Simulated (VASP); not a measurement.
Set up this calculation in VASP 6.6.1, as the native input.

- Task: single point
- Functional: PBE
- Potentials or basis: VASP PAW PBE potentials, release 64 (Pb_d, S)
- Cutoff: 500 eV
- k mesh: 6 × 6 × 4
- Occupations: fermi-dirac, width 0.02 eV
- Spin: no spin polarisation
- Dipole correction: no
- Further INCAR settings: ALGO = Normal; EDIFF = 1e-06; NBANDS = 28

The structure of PbS lies in POSCAR:

```
PbS
1.0
    4.9970879552      0.0000000000      0.0000000000
   -2.4985439776      4.3276051142      0.0000000000
    0.0000000000      0.0000000000      5.9970707136
Pb S
2 2
Direct
    0.3333333333      0.6666666667      0.2500000000
    0.6666666667      0.3333333333      0.7500000000
    0.6666666667      0.3333333333      0.2500000000
    0.3333333333      0.6666666667      0.7500000000
```

The input as run:

INCAR

```
SYSTEM = PbS
PREC = Accurate ; ENCUT = 500
EDIFF = 1E-6 ; ISMEAR = -1
SIGMA = 0.02 ; LREAL = .False.
LASPH = .True. ; NELM = 120
ALGO = Normal ; ISIF = 2
LWAVE = .False. ; LCHARG = .False.
GGA = PE ; NBANDS = 28
GGA_COMPAT = .False.
```

KPOINTS

```
Automatic mesh
0
Gamma
  6 6 4
  0 0 0
```

Potentials or basis: VASP PAW PBE potentials, release 64 (Pb_d, S).

Run with:

```sh
$ cat potpaw_PBE.64/Pb_d/POTCAR potpaw_PBE.64/S/POTCAR > POTCAR
$ mpirun -np 1 vasp_std > vasp.out
```

Results of the run:

The pressure is 0.7 GPa and the band gap on the k mesh is 1.42 eV.

Caveat: spin-orbit coupling is left out, which moves the levels of the heavy elements.

Wall time 72 s on 1 thread of Intel(R) Xeon(R) Platinum 8488C (Sapphire Rapids) (shared host), peak memory 0.26 GiB.
